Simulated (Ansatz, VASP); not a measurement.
# GaSb: VASP beside Ansatz

```xyz
2
Lattice="2.5030 -2.7508 0.0000 2.5030 2.7508 0.0000 0.0000 0.0000 3.4036" Properties=species:S:1:pos:R:3 pbc="T T T"
Ga    0.0000    0.0000    1.7018
Sb    2.5030    0.0000    0.0000
```

Alike in both runs: functional PBE; k mesh 5 × 5 × 5; occupations gaussian, width 0.2 eV; no spin polarisation.

Ansatz relaxed the structure, and its values are those at the end. VASP's run is a single point on that final structure, the one shown.

|  | VASP | Ansatz |
| --- | --- | --- |
| version | VASP 6.6.1 | Ansatz 0.2.0 |
| potentials or method | VASP PAW PBE potentials, release 64 (Ga_d, Sb), cutoff 500 eV | scalar-relativistic, plane waves, PAW |
| valence electrons in the cell | 18 | 28 |

|  | VASP | Ansatz | Ansatz less VASP |
| --- | --- | --- | --- |
| gap on the k mesh at the Fermi level (eV) | none | none | - |
| pressure (GPa) | 0.2 | 0.2 | +0.08 |

A gap of «none» marks a metal or a gap that the smearing closes. VASP's potentials hold 18 valence electrons a cell and Ansatz's 28, so a difference there can come from the potentials and not from the codes.

The k mesh is coarse, so the values compare programs but aren't converged. Neither program's run includes spin-orbit coupling.
